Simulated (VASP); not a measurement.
# WS2 (P1) in VASP: further runs

WS2 is run at these levels: LDA; tasks: single point.

Program: VASP 6.6.1. These are calculated values, not measurements. Logs are shortened: lines on timing, memory, paths and dates and some standing lists are left out, and cuts for length are marked.

### Step 1. The cell of the first run

The typed cell holds 6 atoms: a = 3.180 Å, b = 3.180 Å, c = 12.500 Å, α = 90.00°, β = 90.00°, γ = 120.00°.

### Step 2. Single point, LDA (atom 3 (S) moved +0.150 Å towards its neighbour atom 3 (S) at 3.180 Å)

File INCAR:

```
SYSTEM = WS2
  PREC = Accurate
  ENCUT = 520
  EDIFF = 1E-7
  ISMEAR = 0
  SIGMA = 0.05
  LREAL = .FALSE.
  LASPH = .TRUE.
  NELM = 60
  ALGO = Normal
  ISIF = 2
  LWAVE = .FALSE.
  LCHARG = .FALSE.
  NBANDS = 35
```

File KPOINTS:

```
Automatic mesh
0
G
  12 12 4
  0 0 0
```

File POSCAR:

```
WS2
1.0
    3.1799996605      0.0000000000      0.0000000000
   -1.5899998303      2.7539604900      0.0000000000
    0.0000000000      0.0000000000     12.5000000000
W S
2 4
Direct
    0.3333333333      0.6666666667      0.2500000000
    0.6666666667      0.3333333333      0.7500000000
    0.2861635170      0.6194968503      0.6200000000
    0.6666666667      0.3333333333      0.1200000000
    0.3333333333      0.6666666667      0.8800000000
    0.6666666667      0.3333333333      0.3800000000
```

Potentials or basis: VASP PAW LDA potentials, release 64 (W_sv, S).

Launch:

```
$ cat potpaw_LDA.64/W_sv/POTCAR potpaw_LDA.64/S/POTCAR > POTCAR
$ mpirun -np 1 vasp_std > vasp.out
```

OUTCAR:

```text
SYSTEM = WS2
   PREC = Accurate
   ENCUT = 520
   EDIFF = 1E-7
   ISMEAR = 0
   LREAL = .FALSE.
   LASPH = .TRUE.
   NELM = 60
   ISIF = 2

 ion  position               nearest neighbor table
   1  0.333  0.667  0.250-   4 2.45   6 2.45   4 2.45   6 2.45   4 2.45   6 2.45
   2  0.667  0.333  0.750-   3 2.36   5 2.45   5 2.45   5 2.45   3 2.46   3 2.55
   3  0.286  0.619  0.620-   2 2.36   2 2.46   2 2.55
   4  0.667  0.333  0.120-   1 2.45   1 2.45   1 2.45
   5  0.333  0.667  0.880-   2 2.45   2 2.45   2 2.45
   6  0.667  0.333  0.380-   1 2.45   1 2.45   1 2.45

  LATTYP: Found a hexagonal cell.
 ALAT       =     3.1799996605
 C/A-ratio  =     3.9308180297

  Lattice vectors:

 A1 = (   3.1799996605,   0.0000000000,   0.0000000000)
 A2 = (  -1.5899998303,   2.7539604900,   0.0000000000)
 A3 = (   0.0000000000,   0.0000000000,  12.5000000000)

Analysis of symmetry for initial positions (statically):
=====================================================================
 Subroutine PRICEL returns:
 Original cell was already a primitive cell.

 Routine SETGRP: Setting up the symmetry group for a
 hexagonal supercell.

 Subroutine GETGRP returns: Found  1 space group operations
 (whereof  1 operations were pure point group operations)
 out of a pool of 24 trial point group operations.

The static configuration has the point symmetry C_1 .

Analysis of symmetry for dynamics (positions and initial velocities):
=====================================================================
 Subroutine PRICEL returns:
 Original cell was already a primitive cell.

 Routine SETGRP: Setting up the symmetry group for a
 hexagonal supercell.

 Subroutine GETGRP returns: Found  1 space group operations
 (whereof  1 operations were pure point group operations)
 out of a pool of 24 trial point group operations.

The dynamic configuration has the point symmetry C_1 .

 Subroutine INISYM returns: Found  1 space group operations
 (whereof  1 operations are pure point group operations),
 and found     1 'primitive' translations

----------------------------------------------------------------------------------------

                                     Primitive cell

  volume of cell :     109.4699

  direct lattice vectors                    reciprocal lattice vectors
     3.179999661  0.000000000  0.000000000     0.314465442  0.181556708  0.000000000
    -1.589999830  2.753960490  0.000000000     0.000000000  0.363113416  0.000000000
     0.000000000  0.000000000 12.500000000     0.000000000  0.000000000  0.080000000

  length of vectors
     3.179999661  3.179999661 12.500000000     0.363113416  0.363113416  0.080000000

  position of ions in fractional coordinates (direct lattice)
     0.333333333  0.666666667  0.250000000
     0.666666667  0.333333333  0.750000000
     0.286163517  0.619496850  0.620000000
     0.666666667  0.333333333  0.120000000
     0.333333333  0.666666667  0.880000000
     0.666666667  0.333333333  0.380000000

  ion indices of the primitive-cell ions
   primitive index   ion index
                 1           1
                 2           2
                 3           3
                 4           4
                 5           5
                 6           6

----------------------------------------------------------------------------------------

 KPOINTS: Automatic mesh

Automatic generation of k-mesh.
 Grid dimensions read from file:
 generate k-points for:   12   12    4

 Generating k-lattice:

  Cartesian coordinates                     Fractional coordinates (reciprocal lattice)
     0.026205454  0.015129726  0.000000000     0.083333333  0.000000000  0.000000000
     0.000000000  0.030259451  0.000000000     0.000000000  0.083333333  0.000000000
     0.000000000  0.000000000  0.020000000     0.000000000  0.000000000  0.250000000

  Length of vectors
     0.030259451  0.030259451  0.020000000

  Shift w.r.t. Gamma in fractional coordinates (k-lattice)
     0.000000000  0.000000000  0.000000000

 Subroutine IBZKPT returns following result:
 ===========================================

 Found    292 irreducible k-points:

 Following reciprocal coordinates:
            Coordinates               Weight
  0.000000  0.000000  0.000000      1.000000
  0.083333 -0.000000  0.000000      2.000000
  0.000000  0.083333  0.000000      2.000000
 -0.083333  0.083333  0.000000      2.000000
  0.166667 -0.000000  0.000000      2.000000
  0.000000  0.166667  0.000000      2.000000
[... 16 lines left out ...]
  0.166667  0.083333  0.000000      2.000000
 -0.083333  0.250000  0.000000      2.000000
 [... further k-points ...]
   k-points           NKPTS =    292   k-points in BZ     NKDIM =    292   number of bands    NBANDS=     35
   number of dos      NEDOS =    301   number of ions     NIONS =      6
   total plane-waves  NPLWV =  55296
   dimension x,y,z NGX =    24 NGY =   24 NGZ =   96
   dimension x,y,z NGXF=    48 NGYF=   48 NGZF=  192
   ions per type =               2   4
   NGX,Y,Z   is equivalent  to a cutoff of  12.55, 12.55, 12.77 a.u.
   NGXF,Y,Z  is equivalent  to a cutoff of  25.09, 25.09, 25.54 a.u.
 SYSTEM =  WS2
   PREC   = accura    normal or accurate (medium, high low for compatibility)
   ISTART =      0    job   : 0-new  1-cont  2-samecut
   ICHARG =      2    charge: 1-file 2-atom 10-const
   ISPIN  =      1    spin polarized calculation?
   LNONCOLLINEAR =      F non collinear calculations
   LSORBIT =      F    spin-orbit coupling
   LASPH  =      T    aspherical Exc in radial PAW
   ENCUT  =  520.0 eV  38.22 Ry    6.18 a.u.   5.91  5.91 23.24*2*pi/ulx,y,z
   NELM   =     60;   NELMIN=  2; NELMDL= -5     # of ELM steps
   EDIFF  = 0.1E-06   stopping-criterion for ELM
   LREAL  =      F    real-space projection
   EDIFFG = 0.1E-05   stopping-criterion for IOM
   NSW    =      0    number of steps for IOM
   IBRION =     -1    ionic relax: 0-MD 1-quasi-New 2-CG
   NFREE  =      0    steps in history (QN), initial steepest desc. (CG)
   ISIF   =      2    stress and relaxation
   ISYM   =      2    0-nonsym 1-usesym 2-fastsym
   POTIM  = 0.5000    time-step for ionic-motion
   TEBEG  =    0.0;   TEEND  =   0.0 temperature during run
   PSTRESS=    0.0 pullay stress
   NELECT =      52.0000    total number of electrons
   NUPDOWN=      -1.0000    fix difference up-down
   EMIN   =  10.00;   EMAX   =-10.00  energy-range for DOS
   EFERMI =   0.00;   METHOD = LEGACY
   ISMEAR =     0;   SIGMA  =   0.05  broadening in eV -4-tet -1-fermi 0-gaus
   EFERMI_NEDOS =   21; number of points for ismear=-14 and -15
   IALGO  =     38    algorithm
   IMIX   =      4    mixing-type and parameters
     AMIX     =   0.40;   BMIX     =  1.00
     AMIX_MAG =   1.60;   BMIX_MAG =  1.00
  volume/ion in A,a.u.               =      18.24       123.12
  Fermi-wavevector in a.u.,A,eV,Ry     =   1.277353  2.413848 22.199692  1.631631
  Thomas-Fermi vector in A             =   2.409958
   LORBIT       =      0    0 simple, 1 ext, 2 COOP (PROOUT), +10 PAW based schemes
   GGA     = CA    functional components
   LHFCALC =     F    Hartree Fock is set to
   AEXX    =    0.0000 exact exchange contribution
   IVDW    =     0    specifies the selected vdW correction
   LEPSILON=     F    determine dielectric tensor
   LRPA    =     F    only Hartree local field effects (RPA)
 non-spin polarized calculation
 Gauss-broadening in eV      SIGMA  =   0.05
  energy-cutoff  :      520.00
  volume of cell :      109.47
 maximum number of plane-waves:      2976
   NGX = 11   NGY = 11   NGZ = 47

 number of electron      52.0000006 magnetization

 Free energy of the ion-electron system (eV)
  ---------------------------------------------------
  ext. energy  EPLUGINS =         0.00000000
  ---------------------------------------------------
  free energy    TOTEN  =       -52.13248304 eV

  energy without entropy =      -52.13248304  energy(sigma->0) =      -52.13248304

 E-fermi :   7.1749     XC(G=0): -11.1461

 val. band max:        6.8091551910   @ k =   0.0000   0.0000   0.0000
 cond. band min:       7.7083131572   @ k =  -0.1667   0.3333   0.0000
 fundamental gap:      0.8991579662
 Fermi energy:         7.1748954197

 k-point     1 :       0.0000    0.0000    0.0000
  band No.  band energies     occupation
      1     -67.2687      2.00000
      2     -67.2636      2.00000
      3     -31.7535      2.00000
      4     -31.7515      2.00000
      5     -31.5760      2.00000
      6     -31.5737      2.00000
[... 27 lines left out ...]
     34       9.5725      0.00000
     35      11.5711      0.00000

 k-point     2 :       0.0833   -0.0000    0.0000
  band No.  band energies     occupation
      1     -67.2675      2.00000
      2     -67.2624      2.00000
      3     -31.7495      2.00000
      4     -31.7476      2.00000
      5     -31.5985      2.00000
      6     -31.5963      2.00000
[... 27 lines left out ...]
     34       9.5077      0.00000
     35      12.0745      0.00000

 k-point     3 :       0.0000    0.0833    0.0000
  band No.  band energies     occupation
      1     -67.2675      2.00000
      2     -67.2624      2.00000
      3     -31.7496      2.00000
      4     -31.7476      2.00000
      5     -31.5962      2.00000
      6     -31.5895      2.00000
[... 27 lines left out ...]
     34       9.7204      0.00000
     35      12.0876      0.00000
[... 723 lines left out ...]
 k-point    23 :       0.1667    0.0833    0.0000
  band No.  band energies     occupation
      1     -67.2617      2.00000
      2     -67.2566      2.00000
      3     -31.7292      2.00000
      4     -31.7273      2.00000
      5     -31.7065      2.00000
      6     -31.7064      2.00000
[... 27 lines left out ...]
     34      10.4004      0.00000
     35      13.5208      0.00000

 k-point    24 :      -0.0833    0.2500    0.0000
  band No.  band energies     occupation
      1     -67.2617      2.00000
      2     -67.2566      2.00000
      3     -31.7304      2.00000
      4     -31.7273      2.00000
      5     -31.7063      2.00000
      6     -31.6959      2.00000
[... 27 lines left out ...]
     34      10.4512      0.00000
     35      13.5192      0.00000

 [... further k-points ...]

------------------------ aborting loop because EDIFF is reached ----------------------------------------

  FORCE on cell =-STRESS in cart. coord.  units (eV):
  Direction    XX          YY          ZZ          XY          YZ          ZX
  --------------------------------------------------------------------------------------
  -------------------------------------------------------------------------------------
  Total       -6.0630981     -6.5805208     -9.5074420      0.1494884     -1.5637043     -1.1624888
  in kB      -88.7381525    -96.3110367   -139.1488038      2.1878793    -22.8860279    -17.0139270
  external PRESSURE =    -108.0659977 kB  Pullay stress =       0.0000000 kB

 VOLUME and BASIS-vectors are now :
 -----------------------------------------------------------------------------
  energy-cutoff  :      520.00
  volume of cell :      109.47
      direct lattice vectors                 reciprocal lattice vectors
     3.179999661  0.000000000  0.000000000     0.314465442  0.181556708  0.000000000
    -1.589999830  2.753960490  0.000000000     0.000000000  0.363113416  0.000000000
     0.000000000  0.000000000 12.500000000     0.000000000  0.000000000  0.080000000

 POSITION                                       TOTAL-FORCE (eV/Angst)
 -----------------------------------------------------------------------------------
     -0.00000      1.83597      3.12500        -0.004142     -0.005953      0.000724
      1.59000      0.91799      9.37500        -0.732411     -1.097938      0.221727
     -0.07500      1.70607      7.75000         0.739888      1.054556      1.204750
      1.59000      0.91799      1.50000         0.001646      0.002361      1.438416
     -0.00000      1.83597     11.00000        -0.001205      0.052850     -1.426386
      1.59000      0.91799      4.75000        -0.003776     -0.005876     -1.439231
 -----------------------------------------------------------------------------------
    total drift:                                0.000035      0.000057     -0.000001

  FREE ENERGIE OF THE ION-ELECTRON SYSTEM (eV)
  ---------------------------------------------------
  free  energy   TOTEN  =       -52.1324830394 eV

  energy  without entropy=      -52.1324830394  energy(sigma->0) =      -52.13248304
```

Wall time 7.7 min (1 thread of AMD EPYC 9R45 (Zen 5), shared host); peak memory 0.8 GiB.

What came out:

```yaml
Free_energy: -52.1325 eV
Pressure: -10.8 GPa
Largest_force: 1.764 eV/Å
Band_gap_on_the_k_mesh: 0.90 eV (least direct gap 1.84 eV)
```

Forces in eV/Å, atoms in the order of the input:
```
W   -0.004 -0.006  0.001
W   -0.732 -1.098  0.222
S    0.740  1.055  1.205
S    0.002  0.002  1.438
S   -0.001  0.053 -1.426
S   -0.004 -0.006 -1.439
```

Stress tensor (GPa, compression positive):
```
 -8.87   0.22  -1.70
  0.22  -9.63  -2.29
 -1.70  -2.29 -13.91
```

Caveat: the cell differs from its parent crystal (atom 3 (S) moved +0.150 Å towards its neighbour atom 3 (S) at 3.180 Å); the cell stands under tension; spin-orbit coupling is left out, which moves the levels of the heavy elements; forces of over 1 eV/Å act on the atoms, so gaps and moduli don't describe the material at rest.

### Step 3. Single point, LDA (atom 3 (S) moved -0.300 Å towards its neighbour atom 3 (S) at 3.180 Å)

File INCAR:

```
SYSTEM = WS2
ALGO     = Normal         ! electronic algorithm
EDIFF    = 1E-7           ! SCF threshold, eV
ENCUT    = 520            ! plane-wave cutoff, eV
ISIF     = 2              ! what is computed and relaxed
ISMEAR   = 0              ! smearing method
LASPH    = .True.         ! aspherical terms in the spheres
LCHARG   = .False.        ! write CHGCAR
LREAL    = .False.        ! projectors in reciprocal space
LWAVE    = .False.        ! write WAVECAR
NBANDS   = 35             ! bands
NELM     = 60             ! most SCF steps
PREC     = Accurate       ! precision mode
SIGMA    = 0.05           ! smearing width, eV
```

File KPOINTS:

```
k-points
0
Gamma
  12 12 4
  0 0 0
```

Changes to POSCAR since step 2:

```diff
@@ -10,3 +10,3 @@
     0.6666666667      0.3333333333      0.7500000000
-    0.2861635170      0.6194968503      0.6200000000
+    0.4276729660      0.7610062994      0.6200000000
     0.6666666667      0.3333333333      0.1200000000
```

Potentials or basis: VASP PAW LDA potentials, release 64 (W_sv, S).

Launch:

```
$ cat potpaw_LDA.64/W_sv/POTCAR potpaw_LDA.64/S/POTCAR > POTCAR
$ mpirun -np 1 vasp_std > vasp.out
```

Wall time 17 min (1 thread of Oxide Virtual Turin-like, shared host); peak memory 0.79 GiB.

It converged, with:

```yaml
Free_energy: -51.8465 eV
Pressure: -9.8 GPa
Largest_force: 2.739 eV/Å
Band_gap_on_the_k_mesh: 0.88 eV (least direct gap 1.40 eV)
```

Forces on the atoms (eV/Å):
```
W    0.005  0.014  0.003
W    0.993  2.392  0.890
S   -0.869 -2.403  0.503
S   -0.002 -0.005  1.438
S   -0.133 -0.011 -1.392
S    0.006  0.013 -1.441
```

Stress tensor (GPa, compression positive):
```
 -9.43  -0.48   1.66
 -0.48  -7.89   5.48
  1.66   5.48 -12.16
```

Levels at points of the mesh, in eV from the valence-band top:
| k point | band 22 | band 23 | band 24 | band 25 | band 26 | band 27 | band 28 | band 29 | band 30 | band 31 |
| --- | --- | --- | --- | --- | --- | --- | --- | --- | --- | --- |
| (0.00, 0.00, 0.00) | -1.84 | -1.40 | -1.29 | -0.99 | 0.00 | 1.40 | 1.97 | 2.37 | 2.37 | 2.38 |
| (0.50, 0.00, 0.00) | -2.57 | -1.73 | -1.50 | -1.41 | -0.92 | 2.38 | 2.40 | 2.45 | 2.72 | 2.90 |
| (0.00, 0.50, 0.00) | -2.61 | -1.81 | -1.56 | -1.42 | -1.15 | 2.28 | 2.40 | 2.56 | 2.90 | 3.05 |
| (0.50, 0.50, 0.00) | -2.61 | -1.97 | -1.55 | -1.43 | -0.78 | 2.22 | 2.40 | 2.50 | 2.71 | 2.91 |
| (0.00, 0.00, 0.50) | -1.84 | -1.84 | -1.18 | -0.33 | -0.23 | 1.40 | 1.99 | 2.37 | 2.37 | 2.39 |
| (0.50, 0.00, 0.50) | -2.51 | -1.69 | -1.54 | -1.42 | -0.93 | 2.40 | 2.42 | 2.61 | 2.73 | 2.84 |
| (0.00, 0.50, 0.50) | -2.73 | -1.77 | -1.54 | -1.40 | -1.18 | 2.28 | 2.40 | 2.73 | 2.77 | 3.32 |
| (0.50, 0.50, 0.50) | -2.73 | -1.96 | -1.54 | -1.41 | -0.78 | 2.24 | 2.40 | 2.61 | 2.74 | 2.89 |

Caveat: the cell differs from its parent crystal (atom 3 (S) moved -0.300 Å towards its neighbour atom 3 (S) at 3.180 Å); the cell stands under tension; spin-orbit coupling is left out, which moves the levels of the heavy elements; forces of over 1 eV/Å act on the atoms, so gaps and moduli don't describe the material at rest. A k mesh can miss the band edges.
